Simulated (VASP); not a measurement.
# ZnSi3N (Pmmm) in VASP: notebook

ZnSi3N is run at these levels: PBE; tasks: single point.

Everything below comes from runs of VASP 6.6.1. Logs are shortened: lines on timing, memory, paths and dates and some standing lists are left out, and cuts for length are marked.

### Step 1. The cell of the first run

Symmetry: Pmmm, No. 47, orthorhombic system. The conventional cell has a = 3.424 Å, b = 3.434 Å, c = 5.719 Å, α = 90.00°, β = 90.00°, γ = 90.00°. Zn (site symmetry mmm) has 2 Si at 1.48 Å and 2 N at 1.72 Å within 2.0 Å. Si (site symmetry mm2) has 1 Si at 1.38 Å and 1 Zn at 1.48 Å within 1.8 Å. Within 1.8 Å of Si (site symmetry mmm) lie 2 Si at 1.38 Å. N (site symmetry mmm) has 2 Zn at 1.72 Å and 4 Si at 2.27 Å within 2.3 Å.

The cell was built from a structure type or drawn by symmetry, and may not be a known phase.

### Step 2. Single point, PBE

Input file INCAR:

```
SYSTEM = ZnSi3N
PREC     = Accurate       ! precision mode
ENCUT    = 520            ! plane-wave cutoff, eV
EDIFF    = 1E-7           ! SCF threshold, eV
ISMEAR   = 0              ! smearing method
SIGMA    = 0.1            ! smearing width, eV
LREAL    = .False.        ! projectors in reciprocal space
LASPH    = .True.         ! aspherical terms in the spheres
NELM     = 60             ! most SCF steps
ALGO     = Normal         ! electronic algorithm
ISIF     = 2              ! what is computed and relaxed
LWAVE    = .False.        ! write WAVECAR
LCHARG   = .False.        ! write CHGCAR
GGA      = PE             ! functional
NBANDS   = 22             ! bands
```

Input file KPOINTS:

```
regular mesh
0
Gamma
  6 6 4
  0 0 0
```

Input file POSCAR:

```
ZnSi3N
1.0
    3.4240988900      0.0000000000      0.0000000000
    0.0000000000      3.4336083800      0.0000000000
    0.0000000000      0.0000000000      5.7187612500
Zn Si N
1 3 1
Direct
    0.0000000000      0.0000000000      0.5000000000
    0.0000000000      0.0000000000      0.2406507400
    0.0000000000      0.0000000000      0.7593492600
    0.0000000000      0.0000000000      0.0000000000
    0.0000000000      0.5000000000      0.5000000000
```

Potentials or basis: VASP PAW PBE potentials, release 64 (Zn, Si, N).

The run is started by

```sh
$ cat potpaw_PBE.64/Zn/POTCAR potpaw_PBE.64/Si/POTCAR potpaw_PBE.64/N/POTCAR > POTCAR
$ mpirun -np 1 vasp_std > vasp.out
```

OUTCAR:

```text
SYSTEM = ZnSi3N
   PREC = Accurate
   ENCUT = 520
   EDIFF = 1E-7
   ISMEAR = 0
   LREAL = .False.
   LASPH = .True.
   NELM = 60
   ISIF = 2
   GGA = PE

 ion  position               nearest neighbor table
   1  0.000  0.000  0.500-   2 1.48   3 1.48   5 1.72   5 1.72   4 2.86   4 2.86
   2  0.000  0.000  0.241-   4 1.38   1 1.48   5 2.27   5 2.27   3 2.75   3 2.97
   3  0.000  0.000  0.759-   4 1.38   1 1.48   5 2.27   5 2.27   2 2.75   2 2.97
   4  0.000  0.000  0.000-   2 1.38   3 1.38   1 2.86   1 2.86
   5  0.000  0.500  0.500-   1 1.72   1 1.72   3 2.27   2 2.27   2 2.27   3 2.27

 -----------------------------------------------------------------------------
|                                                                             |
|           W    W    AA    RRRRR   N    N  II  N    N   GGGG   !!!           |
|           W    W   A  A   R    R  NN   N  II  NN   N  G    G  !!!           |
|           W    W  A    A  R    R  N N  N  II  N N  N  G       !!!           |
|           W WW W  AAAAAA  RRRRR   N  N N  II  N  N N  G  GGG   !            |
|           WW  WW  A    A  R   R   N   NN  II  N   NN  G    G                |
|           W    W  A    A  R    R  N    N  II  N    N   GGGG   !!!           |
|                                                                             |
|     The distance between some ions is very small. Please check the          |
|     nearest-neighbor list in the OUTCAR file.                               |
|     I HOPE YOU KNOW WHAT YOU ARE DOING!                                     |
|                                                                             |
 -----------------------------------------------------------------------------

  LATTYP: Found a simple orthorhombic cell.
 ALAT       =     3.4240988900
 B/A-ratio  =     1.0027772241
 C/A-ratio  =     1.6701507269

  Lattice vectors:

 A1 = (   3.4240988900,   0.0000000000,   0.0000000000)
 A2 = (   0.0000000000,   3.4336083800,   0.0000000000)
 A3 = (   0.0000000000,   0.0000000000,   5.7187612500)

Analysis of symmetry for initial positions (statically):
=====================================================================
 Subroutine PRICEL returns:
 Original cell was already a primitive cell.

 Routine SETGRP: Setting up the symmetry group for a
 simple orthorhombic supercell.

 Subroutine GETGRP returns: Found  8 space group operations
 (whereof  8 operations were pure point group operations)
 out of a pool of  8 trial point group operations.

The static configuration has the point symmetry D_2h.

Analysis of symmetry for dynamics (positions and initial velocities):
=====================================================================
 Subroutine PRICEL returns:
 Original cell was already a primitive cell.

 Routine SETGRP: Setting up the symmetry group for a
 simple orthorhombic supercell.

 Subroutine GETGRP returns: Found  8 space group operations
 (whereof  8 operations were pure point group operations)
 out of a pool of  8 trial point group operations.

The dynamic configuration has the point symmetry D_2h.

 Subroutine INISYM returns: Found  8 space group operations
 (whereof  8 operations are pure point group operations),
 and found     1 'primitive' translations

----------------------------------------------------------------------------------------

                                     Primitive cell

  volume of cell :      67.2356

  direct lattice vectors                    reciprocal lattice vectors
     3.424098890  0.000000000  0.000000000     0.292047640  0.000000000  0.000000000
     0.000000000  3.433608380  0.000000000     0.000000000  0.291238805  0.000000000
     0.000000000  0.000000000  5.718761250     0.000000000  0.000000000  0.174863044

  length of vectors
     3.424098890  3.433608380  5.718761250     0.292047640  0.291238805  0.174863044

  position of ions in fractional coordinates (direct lattice)
     0.000000000  0.000000000  0.500000000
     0.000000000  0.000000000  0.240650740
     0.000000000  0.000000000  0.759349260
     0.000000000  0.000000000  0.000000000
     0.000000000  0.500000000  0.500000000

  ion indices of the primitive-cell ions
   primitive index   ion index
                 1           1
                 2           2
                 3           3
                 4           4
                 5           5

----------------------------------------------------------------------------------------

 KPOINTS: regular mesh

Automatic generation of k-mesh.
 Grid dimensions read from file:
 generate k-points for:    6    6    4

 Generating k-lattice:

  Cartesian coordinates                     Fractional coordinates (reciprocal lattice)
     0.048674607  0.000000000  0.000000000     0.166666667  0.000000000  0.000000000
     0.000000000  0.048539801  0.000000000     0.000000000  0.166666667  0.000000000
     0.000000000  0.000000000  0.043715761     0.000000000  0.000000000  0.250000000

  Length of vectors
     0.048674607  0.048539801  0.043715761

  Shift w.r.t. Gamma in fractional coordinates (k-lattice)
     0.000000000  0.000000000  0.000000000

 Subroutine IBZKPT returns following result:
 ===========================================

 Found     48 irreducible k-points:

 Following reciprocal coordinates:
            Coordinates               Weight
  0.000000  0.000000  0.000000      1.000000
  0.166667  0.000000  0.000000      2.000000
  0.333333  0.000000  0.000000      2.000000
  0.500000  0.000000  0.000000      1.000000
  0.000000  0.166667  0.000000      2.000000
  0.166667  0.166667  0.000000      4.000000
[... 16 lines left out ...]
  0.333333  0.166667  0.250000      8.000000
  0.500000  0.166667  0.250000      4.000000
 [... further k-points ...]
   k-points           NKPTS =     48   k-points in BZ     NKDIM =     48   number of bands    NBANDS=     22
   number of dos      NEDOS =    301   number of ions     NIONS =      5
   total plane-waves  NPLWV =  37632
   dimension x,y,z NGX =    28 NGY =   28 NGZ =   48
   dimension x,y,z NGXF=    56 NGYF=   56 NGZF=   96
   ions per type =               1   3   1
   NGX,Y,Z   is equivalent  to a cutoff of  13.59, 13.56, 13.95 a.u.
   NGXF,Y,Z  is equivalent  to a cutoff of  27.19, 27.11, 27.91 a.u.
 SYSTEM =  ZnSi3N
   PREC   = accura    normal or accurate (medium, high low for compatibility)
   ISTART =      0    job   : 0-new  1-cont  2-samecut
   ICHARG =      2    charge: 1-file 2-atom 10-const
   ISPIN  =      1    spin polarized calculation?
   LNONCOLLINEAR =      F non collinear calculations
   LSORBIT =      F    spin-orbit coupling
   LASPH  =      T    aspherical Exc in radial PAW
   ENCUT  =  520.0 eV  38.22 Ry    6.18 a.u.   6.37  6.38 10.63*2*pi/ulx,y,z
   NELM   =     60;   NELMIN=  2; NELMDL= -5     # of ELM steps
   EDIFF  = 0.1E-06   stopping-criterion for ELM
   LREAL  =      F    real-space projection
   EDIFFG = 0.1E-05   stopping-criterion for IOM
   NSW    =      0    number of steps for IOM
   IBRION =     -1    ionic relax: 0-MD 1-quasi-New 2-CG
   NFREE  =      0    steps in history (QN), initial steepest desc. (CG)
   ISIF   =      2    stress and relaxation
   ISYM   =      2    0-nonsym 1-usesym 2-fastsym
   POTIM  = 0.5000    time-step for ionic-motion
   TEBEG  =    0.0;   TEEND  =   0.0 temperature during run
   PSTRESS=    0.0 pullay stress
   NELECT =      29.0000    total number of electrons
   NUPDOWN=      -1.0000    fix difference up-down
   EMIN   =  10.00;   EMAX   =-10.00  energy-range for DOS
   EFERMI =   0.00;   METHOD = LEGACY
   ISMEAR =     0;   SIGMA  =   0.10  broadening in eV -4-tet -1-fermi 0-gaus
   EFERMI_NEDOS =   21; number of points for ismear=-14 and -15
   IALGO  =     38    algorithm
   IMIX   =      4    mixing-type and parameters
     AMIX     =   0.40;   BMIX     =  1.00
     AMIX_MAG =   1.60;   BMIX_MAG =  1.00
  volume/ion in A,a.u.               =      13.45        90.75
  Fermi-wavevector in a.u.,A,eV,Ry     =   1.236919  2.337437 20.816477  1.529968
  Thomas-Fermi vector in A             =   2.371507
   LORBIT       =      0    0 simple, 1 ext, 2 COOP (PROOUT), +10 PAW based schemes
   GGA     = PE    functional components
   LHFCALC =     F    Hartree Fock is set to
   AEXX    =    0.0000 exact exchange contribution
   IVDW    =     0    specifies the selected vdW correction
   LEPSILON=     F    determine dielectric tensor
   LRPA    =     F    only Hartree local field effects (RPA)
 non-spin polarized calculation
 Gauss-broadening in eV      SIGMA  =   0.10
  energy-cutoff  :      520.00
  volume of cell :       67.24
 maximum number of plane-waves:      1844
 NGX is ok and might be reduce to    28
   NGX = 13   NGY = 13   NGZ = 21

 number of electron      28.9999999 magnetization

 Free energy of the ion-electron system (eV)
  ---------------------------------------------------
  ext. energy  EPLUGINS =         0.00000000
  ---------------------------------------------------
  free energy    TOTEN  =        36.22637340 eV

  energy without entropy =       36.23380199  energy(sigma->0) =       36.23008770

 E-fermi :   6.6058     XC(G=0): -10.3245

 val. band max:        6.5694037800   @ k =   0.1667   0.3333   0.2500
 cond. band min:       6.6455395169   @ k =   0.3333   0.3333   0.5000
 fundamental gap:      0.0761357369
 Fermi energy:         6.6057625090

 k-point     1 :       0.0000    0.0000    0.0000
  band No.  band energies     occupation
      1     -11.4592      2.00000
      2      -9.8691      2.00000
      3      -7.9927      2.00000
      4      -7.8100      2.00000
      5      -5.7620      2.00000
      6      -5.4679      2.00000
[... 14 lines left out ...]
     21      14.2568      0.00000
     22      14.3115      0.00000

 k-point     2 :       0.1667    0.0000    0.0000
  band No.  band energies     occupation
      1     -11.4103      2.00000
      2      -9.8564      2.00000
      3      -7.9908      2.00000
      4      -7.8331      2.00000
      5      -5.6237      2.00000
      6      -5.4797      2.00000
[... 14 lines left out ...]
     21      14.5210      0.00000
     22      15.2602      0.00000
[... 523 lines left out ...]
     21      13.9087      0.00000
     22      14.8458      0.00000

 k-point    24 :       0.5000    0.1667    0.2500
  band No.  band energies     occupation
      1     -10.9340      2.00000
      2      -9.7717      2.00000
      3      -8.0771      2.00000
      4      -7.8964      2.00000
      5      -5.5991      2.00000
      6      -5.1130      2.00000
[... 14 lines left out ...]
     21      13.7478      0.00000
     22      14.7497      0.00000

 [... further k-points ...]
[... 5 lines left out ...]
  --------------------------------------------------------------------------------------
  -------------------------------------------------------------------------------------
  Total        0.9293200     16.4837660    310.1556453      0.0000000      0.0000000      0.0000000
  in kB       22.1450580    392.7968528   7390.7965595      0.0000000      0.0000000      0.0000000
  external PRESSURE =    2601.9128234 kB  Pullay stress =       0.0000000 kB

 VOLUME and BASIS-vectors are now :
 -----------------------------------------------------------------------------
  energy-cutoff  :      520.00
  volume of cell :       67.24
      direct lattice vectors                 reciprocal lattice vectors
     3.424098890  0.000000000  0.000000000     0.292047640  0.000000000  0.000000000
     0.000000000  3.433608380  0.000000000     0.000000000  0.291238805  0.000000000
     0.000000000  0.000000000  5.718761250     0.000000000  0.000000000  0.174863044

 POSITION                                       TOTAL-FORCE (eV/Angst)
 -----------------------------------------------------------------------------------
      0.00000      0.00000      2.85938         0.000000      0.000000      0.000000
      0.00000      0.00000      1.37622        -0.000000     -0.000000     22.073631
      0.00000      0.00000      4.34254         0.000000      0.000000    -22.073631
      0.00000      0.00000      0.00000         0.000000      0.000000      0.000000
      0.00000      1.71680      2.85938         0.000000      0.000000      0.000000
 -----------------------------------------------------------------------------------
    total drift:                               -0.000000     -0.000000      0.000000

  FREE ENERGIE OF THE ION-ELECTRON SYSTEM (eV)
  ---------------------------------------------------
  free  energy   TOTEN  =        36.2263734036 eV

  energy  without entropy=       36.2338019910  energy(sigma->0) =       36.23008770
```

Wall time 86 s (1 thread of Intel Xeon Platinum 8259CL at 2.50GHz (Skylake/Cascade Lake), shared host); peak memory 0.22 GiB.

What came out:

```yaml
Free_energy: 36.2264 eV
Pressure: 260.2 GPa
Largest_force: 22.074 eV/Å
Band_gap_on_the_k_mesh: zero (an odd number of electrons rules out a gap without spin polarisation)
```

Forces on the atoms (eV/Å):
```
Zn    0.000   0.000   0.000
Si    0.000   0.000  22.074
Si    0.000   0.000 -22.074
Si    0.000   0.000   0.000
N     0.000   0.000   0.000
```

Caveat: atoms lie so close that the PAW spheres overlap strongly, which falsifies energies and pressures; the cell stands under pressure; forces of over 1 eV/Å act on the atoms, so gaps and moduli don't describe the material at rest.

### Step 3. Single point, PBE

This run uses another cell than the first one, of 18.60 Å³/atom.

Input file INCAR:

```
  ALGO = Normal
  EDIFF = 1E-7
  ENCUT = 520
  GGA = PE
  ISIF = 2
  ISMEAR = 0
  LASPH = T
  LCHARG = T
  LELF = T
  LREAL = F
  LVHAR = T
  LWAVE = F
  NBANDS = 22
  NELM = 100
  PREC = Accurate
  SIGMA = 0.1
```

Input file KPOINTS:

```
k-points
0
Gamma
  6 6 4
```

Input file POSCAR:

```
ZnSi3N
1.0
    2.5649439021      0.0000000000      0.0000000000
    0.0000000000      3.4759291497      0.0000000000
    0.0000000000      0.0000000000     10.4325591050
Zn Si N
1 3 1
Direct
    0.0000000000      0.0000000000      0.5000000000
    0.0000000000      0.0000000000      0.2256089789
    0.0000000000      0.0000000000      0.7743910211
    0.0000000000      0.0000000000      0.0000000000
    0.0000000000      0.5000000000      0.5000000000
```

Potentials or basis: VASP PAW PBE potentials, release 64 (Zn, Si, N).

The run is started by

```sh
$ cat potpaw_PBE.64/Zn/POTCAR potpaw_PBE.64/Si/POTCAR potpaw_PBE.64/N/POTCAR > POTCAR
$ mpirun -np 1 vasp_std > vasp.out
```

It took 2 min on 1 thread of Intel Xeon Platinum 8259CL at 2.50GHz (Skylake/Cascade Lake), shared host; peak memory 0.25 GiB.

It converged, with:

- Free energy: -20.2566 eV
- Pressure: 0.3 GPa
- Largest force: 0.037 eV/Å
- Band gap on the k mesh: zero (an odd number of electrons rules out a gap without spin polarisation)

Forces on the atoms (eV/Å):
```
Zn   0.000  0.000  0.000
Si   0.000  0.000 -0.037
Si   0.000  0.000  0.037
Si   0.000  0.000  0.000
N    0.000  0.000  0.000
```

Stress tensor (GPa, compression positive):
```
 0.12  0.00  0.00
 0.00  0.82  0.00
 0.00  0.00 -0.01
```

Levels at points of the mesh, in eV from the Fermi level:
| k point | band 11 | band 12 | band 13 | band 14 | band 15 | band 16 | band 17 | band 18 | band 19 | band 20 |
| --- | --- | --- | --- | --- | --- | --- | --- | --- | --- | --- |
| (0.00, 0.00, 0.00) | -4.25 | -1.63 | -0.50 | 0.37 | 0.81 | 1.60 | 2.82 | 3.56 | 3.92 | 4.39 |
| (0.50, 0.00, 0.00) | -3.77 | -3.15 | -2.24 | -2.16 | -1.77 | 0.79 | 3.56 | 3.76 | 3.77 | 4.47 |
| (0.00, 0.50, 0.00) | -4.51 | -3.43 | -3.37 | -1.10 | -0.97 | 1.58 | 1.67 | 3.04 | 4.56 | 6.81 |
| (0.50, 0.50, 0.00) | -2.99 | -2.28 | -1.35 | -0.59 | -0.48 | -0.35 | 0.18 | 1.12 | 1.37 | 2.72 |
| (0.00, 0.00, 0.50) | -3.56 | -3.23 | 0.36 | 0.81 | 0.97 | 1.30 | 1.64 | 3.50 | 4.03 | 5.67 |
| (0.50, 0.00, 0.50) | -3.58 | -3.21 | -3.15 | -1.88 | -0.64 | -0.13 | 3.35 | 3.76 | 4.28 | 4.98 |
| (0.00, 0.50, 0.50) | -4.54 | -3.16 | -2.16 | -1.95 | -0.09 | -0.09 | 1.58 | 3.84 | 5.42 | 6.02 |
| (0.50, 0.50, 0.50) | -2.73 | -2.28 | -1.38 | -1.13 | -0.81 | -0.05 | 0.71 | 1.02 | 1.27 | 2.81 |

Caveat: the k points lie up to 0.41 Å⁻¹ apart, too coarse for converged energies and pressures of a metal.
